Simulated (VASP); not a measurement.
Here is a VASP 6.6.1 calculation.

INCAR

```
PREC = Accurate ; ENCUT = 700
EDIFF = 1E-7 ; ISMEAR = 0
SIGMA = 0.1 ; LREAL = F
LASPH = T ; NELM = 200
ALGO = Normal ; ISIF = 3
LWAVE = F ; LCHARG = F
ISPIN = 2 ; MAGMOM = 2.83 0.35
LORBIT = 11 ; LMAXMIX = 4
LDAU = T ; LDAUTYPE = 2
LDAUL = 2 -1 ; LDAUU = 3.32 0
LDAUJ = 0 0 ; LDAUPRINT = 1
GGA = PE ; IBRION = 2
NSW = 100 ; EDIFFG = -0.05
GGA_COMPAT = F ; NELMIN = 4
```

The input KPOINTS:

```
regular mesh
0
Gamma
  8 8 8
```

POSCAR

```
CoO
1.0
    2.5580026086      0.0000000000      0.0000000000
    0.0000000000      2.5580026086      0.0000000000
    0.0000000000      0.0000000000      2.5580026086
Co O
1 1
Direct
    0.0000000000      0.0000000000      0.0000000000
    0.5000000000      0.5000000000      0.5000000000
```

Potentials or basis: VASP PAW PBE potentials, release 64 (Co_sv, O).

Run with:

```console
$ cat potpaw_PBE.64/Co_sv/POTCAR potpaw_PBE.64/O/POTCAR > POTCAR
$ mpirun -np 1 vasp_std > vasp.out
```

Problem. Predict the band gap on the k mesh.

Solution. 1.06 eV (least direct gap 1.80 eV).

Problem. What does it give for the space group after relaxing (to 0.1 Å)?

Solution. Pm-3m (No. 221).

Problem. What does it give for the net moment?

Solution. -3.00 μB per cell.

Final structure:
```
Co O
1.0
     2.64465    0.00000    0.00000
     0.00000    2.64465    0.00000
     0.00000    0.00000    2.64465
Co O
1 1
Direct
  0.00000 0.00000 0.00000
  0.50000 0.50000 0.50000
```

Caveat: a cell with one magnetic atom can't hold antiferromagnetic order, which such compounds often take. A k mesh can miss the band edges.
